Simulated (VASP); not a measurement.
# CuO (F-43m) in VASP: settings compared

CuO is run at these levels: PBE, PBEsol, BLYP; tasks: single point.

All numbers are computed with VASP 6.6.1; they aren't measurements. Logs are shortened: lines on timing, memory, paths and dates and some standing lists are left out, and cuts for length are marked.

### Step 1. The cell of the first run

It takes space group F-43m (No. 216, cubic). The conventional cell has a = 4.655 Å, b = 4.655 Å, c = 4.655 Å, α = 90.00°, β = 90.00°, γ = 90.00°. Cu (site symmetry -43m) has 4 O at 2.02 Å within 2.7 Å. Within 2.7 Å of O (site symmetry -43m) lie 4 Cu at 2.02 Å.

### Step 2. Single point, PBE

The input, INCAR:

```
  PREC = Accurate
  ENCUT = 520
  EDIFF = 1E-6
  ISMEAR = -1
  SIGMA = 0.05
  LREAL = F
  LASPH = T
  NELM = 100
  ALGO = Normal
  ISIF = 2
  LWAVE = F
  LCHARG = F
  GGA = PE
  NBANDS = 16
```

The input, KPOINTS:

```
regular mesh
0
Gamma
  10 10 10
```

The input, POSCAR:

```
CuO
1.0
    0.0000000000      2.3272527300      2.3272527300
    2.3272527300      0.0000000000      2.3272527300
    2.3272527300      2.3272527300      0.0000000000
Cu O
1 1
Direct
    0.0000000000      0.0000000000      0.0000000000
    0.2500000000      0.2500000000      0.2500000000
```

Potentials or basis: VASP PAW PBE potentials, release 64 (Cu, O).

On the command line:

```
$ cat potpaw_PBE.64/Cu/POTCAR potpaw_PBE.64/O/POTCAR > POTCAR
$ mpirun -np 1 vasp_std > vasp.out
```

OUTCAR:

```text
PREC = Accurate
   ENCUT = 520
   EDIFF = 1E-6
   ISMEAR = -1
   LREAL = F
   LASPH = T
   NELM = 100
   ISIF = 2
   GGA = PE

 ion  position               nearest neighbor table
   1  0.000  0.000  0.000-   2 2.02   2 2.02   2 2.02   2 2.02
   2  0.250  0.250  0.250-   1 2.02   1 2.02   1 2.02   1 2.02

  LATTYP: Found a face centered cubic cell.
 ALAT       =     4.6545054600

  Lattice vectors:

 A1 = (   0.0000000000,   2.3272527300,   2.3272527300)
 A2 = (   2.3272527300,   0.0000000000,   2.3272527300)
 A3 = (   2.3272527300,   2.3272527300,   0.0000000000)

Analysis of symmetry for initial positions (statically):
=====================================================================
 Subroutine PRICEL returns:
 Original cell was already a primitive cell.

 Routine SETGRP: Setting up the symmetry group for a
 face centered cubic supercell.

 Subroutine GETGRP returns: Found 24 space group operations
 (whereof 24 operations were pure point group operations)
 out of a pool of 48 trial point group operations.

The static configuration has the point symmetry T_d .

Analysis of symmetry for dynamics (positions and initial velocities):
=====================================================================
 Subroutine PRICEL returns:
 Original cell was already a primitive cell.

 Routine SETGRP: Setting up the symmetry group for a
 face centered cubic supercell.

 Subroutine GETGRP returns: Found 24 space group operations
 (whereof 24 operations were pure point group operations)
 out of a pool of 48 trial point group operations.

The dynamic configuration has the point symmetry T_d .

 Subroutine INISYM returns: Found 24 space group operations
 (whereof 24 operations are pure point group operations),
 and found     1 'primitive' translations

----------------------------------------------------------------------------------------

                                     Primitive cell

  volume of cell :      25.2093

  direct lattice vectors                    reciprocal lattice vectors
     0.000000000  2.327252730  2.327252730    -0.214845596  0.214845596  0.214845596
     2.327252730  0.000000000  2.327252730     0.214845596 -0.214845596  0.214845596
     2.327252730  2.327252730  0.000000000     0.214845596  0.214845596 -0.214845596

  length of vectors
     3.291232374  3.291232374  3.291232374     0.372123488  0.372123488  0.372123488

  position of ions in fractional coordinates (direct lattice)
     0.000000000  0.000000000  0.000000000
     0.250000000  0.250000000  0.250000000

  ion indices of the primitive-cell ions
   primitive index   ion index
                 1           1
                 2           2

----------------------------------------------------------------------------------------

 KPOINTS: regular mesh

Automatic generation of k-mesh.
 Grid dimensions read from file:
 generate k-points for:   10   10   10

 Generating k-lattice:

  Cartesian coordinates                     Fractional coordinates (reciprocal lattice)
    -0.021484560  0.021484560  0.021484560     0.100000000  0.000000000  0.000000000
     0.021484560 -0.021484560  0.021484560     0.000000000  0.100000000  0.000000000
     0.021484560  0.021484560 -0.021484560     0.000000000  0.000000000  0.100000000

  Length of vectors
     0.037212349  0.037212349  0.037212349

  Shift w.r.t. Gamma in fractional coordinates (k-lattice)
     0.000000000  0.000000000  0.000000000

 Subroutine IBZKPT returns following result:
 ===========================================

 Found     47 irreducible k-points:

 Following reciprocal coordinates:
            Coordinates               Weight
  0.000000  0.000000  0.000000      1.000000
  0.100000  0.000000  0.000000      8.000000
  0.200000  0.000000  0.000000      8.000000
  0.300000  0.000000  0.000000      8.000000
  0.400000  0.000000  0.000000      8.000000
  0.500000  0.000000  0.000000      4.000000
[... 16 lines left out ...]
  0.300000  0.300000  0.000000      6.000000
  0.400000  0.300000  0.000000     24.000000
 [... further k-points ...]
   k-points           NKPTS =     47   k-points in BZ     NKDIM =     47   number of bands    NBANDS=     16
   number of dos      NEDOS =    301   number of ions     NIONS =      2
   total plane-waves  NPLWV =  13824
   dimension x,y,z NGX =    24 NGY =   24 NGZ =   24
   dimension x,y,z NGXF=    48 NGYF=   48 NGZF=   48
   ions per type =               1   1
   NGX,Y,Z   is equivalent  to a cutoff of  12.12, 12.12, 12.12 a.u.
   NGXF,Y,Z  is equivalent  to a cutoff of  24.25, 24.25, 24.25 a.u.
 SYSTEM =  unknown system
   PREC   = accura    normal or accurate (medium, high low for compatibility)
   ISTART =      0    job   : 0-new  1-cont  2-samecut
   ICHARG =      2    charge: 1-file 2-atom 10-const
   ISPIN  =      1    spin polarized calculation?
   LNONCOLLINEAR =      F non collinear calculations
   LSORBIT =      F    spin-orbit coupling
   LASPH  =      T    aspherical Exc in radial PAW
   ENCUT  =  520.0 eV  38.22 Ry    6.18 a.u.   6.12  6.12  6.12*2*pi/ulx,y,z
   NELM   =    100;   NELMIN=  2; NELMDL= -5     # of ELM steps
   EDIFF  = 0.1E-05   stopping-criterion for ELM
   LREAL  =      F    real-space projection
   EDIFFG = 0.1E-04   stopping-criterion for IOM
   NSW    =      0    number of steps for IOM
   IBRION =     -1    ionic relax: 0-MD 1-quasi-New 2-CG
   NFREE  =      0    steps in history (QN), initial steepest desc. (CG)
   ISIF   =      2    stress and relaxation
   ISYM   =      2    0-nonsym 1-usesym 2-fastsym
   POTIM  = 0.5000    time-step for ionic-motion
   TEBEG  =    0.0;   TEEND  =   0.0 temperature during run
   PSTRESS=    0.0 pullay stress
   NELECT =      17.0000    total number of electrons
   NUPDOWN=      -1.0000    fix difference up-down
   EMIN   =  10.00;   EMAX   =-10.00  energy-range for DOS
   EFERMI =   0.00;   METHOD = LEGACY
   ISMEAR =    -1;   SIGMA  =   0.05  broadening in eV -4-tet -1-fermi 0-gaus
   EFERMI_NEDOS =   21; number of points for ismear=-14 and -15
   IALGO  =     38    algorithm
   IMIX   =      4    mixing-type and parameters
     AMIX     =   0.40;   BMIX     =  1.00
     AMIX_MAG =   1.60;   BMIX_MAG =  1.00
  volume/ion in A,a.u.               =      12.60        85.06
  Fermi-wavevector in a.u.,A,eV,Ry     =   1.435614  2.712916 28.041426  2.060987
  Thomas-Fermi vector in A             =   2.554893
   LORBIT       =      0    0 simple, 1 ext, 2 COOP (PROOUT), +10 PAW based schemes
   GGA     = PE    functional components
   LHFCALC =     F    Hartree Fock is set to
   AEXX    =    0.0000 exact exchange contribution
   IVDW    =     0    specifies the selected vdW correction
   LEPSILON=     F    determine dielectric tensor
   LRPA    =     F    only Hartree local field effects (RPA)
 non-spin polarized calculation
  energy-cutoff  :      520.00
  volume of cell :       25.21
 maximum number of plane-waves:       700
   NGX = 13   NGY = 13   NGZ = 13

 number of electron      16.9999985 magnetization

 Free energy of the ion-electron system (eV)
  ---------------------------------------------------
  ext. energy  EPLUGINS =         0.00000000
  ---------------------------------------------------
  free energy    TOTEN  =        -9.50867843 eV

  energy without entropy =       -9.48511925  energy(sigma->0) =       -9.49689884

 E-fermi :   3.0625     XC(G=0): -10.5756

 val. band max:        3.0603804156   @ k =   0.3000   0.2000   0.0000
 cond. band min:       3.0902426782   @ k =  -0.4000   0.1000   0.0000
 fundamental gap:      0.0298622627
 Fermi energy:         3.0625087170

 k-point     1 :       0.0000    0.0000    0.0000
  band No.  band energies     occupation
      1     -15.2025      2.00000
      2      -1.2913      2.00000
      3      -1.2913      2.00000
      4      -1.2913      2.00000
      5       1.2312      2.00000
      6       1.2312      2.00000
[... 8 lines left out ...]
     15      23.4519      0.00000
     16      23.4519      0.00000

 k-point     2 :       0.1000    0.0000    0.0000
  band No.  band energies     occupation
      1     -15.1538      2.00000
      2      -1.4371      2.00000
      3      -1.2639      2.00000
      4      -1.2639      2.00000
      5       1.2229      2.00000
      6       1.2229      2.00000
[... 8 lines left out ...]
     15      22.7149      0.00000
     16      22.7149      0.00000

 k-point     3 :       0.2000    0.0000    0.0000
  band No.  band energies     occupation
      1     -15.0225      2.00000
      2      -1.7535      2.00000
      3      -1.1949      2.00000
      4      -1.1949      2.00000
      5       1.2145      2.00000
      6       1.2145      2.00000
[... 8 lines left out ...]
     15      22.1304      0.00000
     16      22.1304      0.00000

 k-point     4 :       0.3000    0.0000    0.0000
  band No.  band energies     occupation
      1     -14.8558      2.00000
      2      -2.0476      2.00000
      3      -1.1167      2.00000
      4      -1.1167      2.00000
      5       1.2374      2.00000
      6       1.2374      2.00000
[... 8 lines left out ...]
     15      22.4050      0.00000
     16      22.4050      0.00000

 k-point     5 :       0.4000    0.0000    0.0000
  band No.  band energies     occupation
      1     -14.7170      2.00000
      2      -2.2226      2.00000
      3      -1.0610      2.00000
      4      -1.0610      2.00000
      5       1.2934      2.00000
      6       1.2934      2.00000
[... 8 lines left out ...]
     15      23.2333      0.00000
     16      23.2333      0.00000

 k-point     6 :       0.5000    0.0000    0.0000
  band No.  band energies     occupation
      1     -14.6632      2.00000
      2      -2.2756      2.00000
      3      -1.0420      2.00000
      4      -1.0420      2.00000
      5       1.3270      2.00000
      6       1.3271      2.00000
[... 8 lines left out ...]
     15      23.7352      0.00000
     16      23.7353      0.00000
[... 267 lines left out ...]
 k-point    21 :      -0.3000    0.2000    0.0000
  band No.  band energies     occupation
      1     -14.6717      2.00000
      2      -1.9490      2.00000
      3      -1.2854      2.00000
      4      -0.9850      2.00000
      5       1.1781      2.00000
      6       1.3037      2.00000
[... 8 lines left out ...]
     15      22.1711      0.00000
     16      25.3636      0.00000

 k-point    22 :      -0.2000    0.2000    0.0000
  band No.  band energies     occupation
      1     -14.8008      2.00000
      2      -1.9664      2.00000
      3      -1.2163      2.00000
      4      -1.0652      2.00000
      5       1.1421      2.00000
      6       1.3154      2.00000
[... 8 lines left out ...]
     15      21.9693      0.00000
     16      25.4317      0.00000

 k-point    23 :       0.3000    0.3000    0.0000
  band No.  band energies     occupation
      1     -14.7472      2.00000
      2      -2.1955      2.00000
      3      -0.9438      2.00000
      4      -0.9438      2.00000
      5       0.9827      2.00000
      6       1.3566      2.00000
[... 8 lines left out ...]
     15      25.4288      0.00000
     16      27.0003      0.00000

 k-point    24 :       0.4000    0.3000    0.0000
  band No.  band energies     occupation
      1     -14.6405      2.00000
      2      -2.2428      2.00000
      3      -0.8939      2.00000
      4      -0.8499      2.00000
      5       1.0027      2.00000
      6       1.3792      2.00000
[... 8 lines left out ...]
     15      25.2211      0.00000
     16      27.1060      0.00000

 [... further k-points ...]
[... 5 lines left out ...]
  --------------------------------------------------------------------------------------
  -------------------------------------------------------------------------------------
  Total       -1.4095730     -1.4095730     -1.4095730     -0.0000000      0.0000000     -0.0000000
  in kB      -89.5854563    -89.5854563    -89.5854563     -0.0000000      0.0000000     -0.0000000
  external PRESSURE =     -89.5854563 kB  Pullay stress =       0.0000000 kB

 VOLUME and BASIS-vectors are now :
 -----------------------------------------------------------------------------
  energy-cutoff  :      520.00
  volume of cell :       25.21
      direct lattice vectors                 reciprocal lattice vectors
     0.000000000  2.327252730  2.327252730    -0.214845596  0.214845596  0.214845596
     2.327252730  0.000000000  2.327252730     0.214845596 -0.214845596  0.214845596
     2.327252730  2.327252730  0.000000000     0.214845596  0.214845596 -0.214845596

 POSITION                                       TOTAL-FORCE (eV/Angst)
 -----------------------------------------------------------------------------------
      0.00000      0.00000      0.00000         0.000000     -0.000000     -0.000000
      1.16363      1.16363      1.16363        -0.000000      0.000000      0.000000
 -----------------------------------------------------------------------------------
    total drift:                               -0.000000     -0.000000     -0.000001

  FREE ENERGIE OF THE ION-ELECTRON SYSTEM (eV)
  ---------------------------------------------------
  free  energy   TOTEN  =        -9.5086784309 eV

  energy  without entropy=       -9.4851192531  energy(sigma->0) =       -9.49689884
```

Run time: 8.9 s. Hardware: 1 thread of Intel Xeon Platinum 8488C (Sapphire Rapids), shared host; peak memory 0.14 GiB.

What came out:

* Free energy: -9.5087 eV
* Pressure: -9.0 GPa

Levels at points of the mesh, in eV from the Fermi level:
```csv
k point,band 6,band 7,band 8,band 9,band 10,band 11,band 12,band 13
"(0.00, 0.00, 0.00)",-1.83,0.72,0.72,0.72,0.90,13.85,13.85,13.85
"(0.50, 0.00, 0.00)",-1.74,-1.66,0.00,0.00,5.83,7.64,13.52,13.52
"(0.50, 0.50, 0.00)",-1.64,-1.28,-1.01,-1.01,5.79,9.22,11.37,14.13
```

Caveat: an odd number of electrons without spin polarisation forces a metal; a magnetic or distorted state may lie lower; semilocal functionals often make such compounds metallic where correlation or magnetic order opens a gap, which also shifts bond lengths.

### Step 3. Single point, PBEsol

This run uses another cell than the first one, of 13.11 Å³/atom, 1.040 times its volume.

The input, INCAR:

```
SYSTEM = CuO
  PREC = Accurate
  ENCUT = 520
  EDIFF = 1E-6
  ISMEAR = -1
  SIGMA = 0.05
  LREAL = .False.
  LASPH = .True.
  NELM = 80
  ALGO = Normal
  ISIF = 2
  LWAVE = .False.
  LCHARG = .True.
  GGA = PS
  LELF = .True.
  LVHAR = .True.
  NBANDS = 16
```

The input, KPOINTS:

```
regular mesh
0
Gamma
  10 10 10
  0 0 0
```

The input, POSCAR:

```
CuO
1.0
    0.0000000000      2.3578779885      2.3578779885
    2.3578779885      0.0000000000      2.3578779885
    2.3578779885      2.3578779885      0.0000000000
Cu O
1 1
Direct
    0.0000000000      0.0000000000      0.0000000000
    0.2500000000      0.2500000000      0.2500000000
```

Potentials or basis: VASP PAW PBE potentials, release 64 (Cu, O).

On the command line:

```
$ cat potpaw_PBE.64/Cu/POTCAR potpaw_PBE.64/O/POTCAR > POTCAR
$ mpirun -np 1 vasp_std > vasp.out
```

OUTCAR:

```text
SYSTEM = CuO
   PREC = Accurate
   ENCUT = 520
   EDIFF = 1E-6
   ISMEAR = -1
   LREAL = .False.
   LASPH = .True.
   NELM = 80
   ISIF = 2
   GGA = PS

 ion  position               nearest neighbor table
   1  0.000  0.000  0.000-   2 2.04   2 2.04   2 2.04   2 2.04
   2  0.250  0.250  0.250-   1 2.04   1 2.04   1 2.04   1 2.04

  LATTYP: Found a face centered cubic cell.
 ALAT       =     4.7157559770

  Lattice vectors:

 A1 = (   0.0000000000,   2.3578779885,   2.3578779885)
 A2 = (   2.3578779885,   0.0000000000,   2.3578779885)
 A3 = (   2.3578779885,   2.3578779885,   0.0000000000)

Analysis of symmetry for initial positions (statically):
=====================================================================
 Subroutine PRICEL returns:
 Original cell was already a primitive cell.

 Routine SETGRP: Setting up the symmetry group for a
 face centered cubic supercell.

 Subroutine GETGRP returns: Found 24 space group operations
 (whereof 24 operations were pure point group operations)
 out of a pool of 48 trial point group operations.
[... 156 lines left out ...]
  ---------------------------------------------------
  ext. energy  EPLUGINS =         0.00000000
  ---------------------------------------------------
  free energy    TOTEN  =       -10.15891484 eV

  energy without entropy =      -10.13477229  energy(sigma->0) =      -10.14684357

 E-fermi :   2.4980     XC(G=0): -10.6472

 val. band max:        2.4904809009   @ k =   0.3000   0.2000   0.0000
 cond. band min:       2.4997801145   @ k =   0.5000   0.0000   0.0000
 fundamental gap:      0.0092992135
 Fermi energy:         2.4980084696

 k-point     1 :       0.0000    0.0000    0.0000
  band No.  band energies     occupation
      1     -15.4331      2.00000
      2      -1.6549      2.00000
      3      -1.6549      2.00000
      4      -1.6549      2.00000
      5       0.7555      2.00000
      6       0.7555      2.00000
[... 433 lines left out ...]
      3      -1.2790      2.00000
      4      -1.2358      2.00000
      5       0.5310      2.00000
      6       0.8937      2.00000
[... 8 lines left out ...]
     15      23.9995      0.00000
     16      26.0334      0.00000

 [... further k-points ...]
[... 5 lines left out ...]
  --------------------------------------------------------------------------------------
  -------------------------------------------------------------------------------------
  Total       -2.9410777     -2.9410777     -2.9410777      0.0000000      0.0000000      0.0000000
  in kB     -179.7310480   -179.7310480   -179.7310480      0.0000000      0.0000000      0.0000000
  external PRESSURE =    -179.7310480 kB  Pullay stress =       0.0000000 kB

 VOLUME and BASIS-vectors are now :
 -----------------------------------------------------------------------------
  energy-cutoff  :      520.00
  volume of cell :       26.22
      direct lattice vectors                 reciprocal lattice vectors
     0.000000000  2.357877988  2.357877988    -0.212055078  0.212055078  0.212055078
     2.357877988  0.000000000  2.357877988     0.212055078 -0.212055078  0.212055078
     2.357877988  2.357877988  0.000000000     0.212055078  0.212055078 -0.212055078

 POSITION                                       TOTAL-FORCE (eV/Angst)
 -----------------------------------------------------------------------------------
      0.00000      0.00000      0.00000        -0.000000     -0.000000     -0.000000
      1.17894      1.17894      1.17894         0.000000      0.000000      0.000000
 -----------------------------------------------------------------------------------
    total drift:                                0.000001      0.000001      0.000000

  FREE ENERGIE OF THE ION-ELECTRON SYSTEM (eV)
  ---------------------------------------------------
  free  energy   TOTEN  =       -10.1589148399 eV

  energy  without entropy=      -10.1347722920  energy(sigma->0) =      -10.14684357
```

Wall time 20 s (1 thread of AMD EPYC 9R45 (Zen 5), shared host); peak memory 0.13 GiB.

What came out:

| Item | Value |
| --- | --- |
| Free energy | -10.1589 eV |
| Pressure | -18.0 GPa |

Caveat: the PAW data sets were made with another functional, which shifts forces and pressure a little; an odd number of electrons without spin polarisation forces a metal; a magnetic or distorted state may lie lower; semilocal functionals often make such compounds metallic where correlation or magnetic order opens a gap, which also shifts bond lengths. With open d or f shells a metallic result of PBEsol can be an artefact of self-interaction; +U or a hybrid may open a gap.

[end of part 1 of 2]
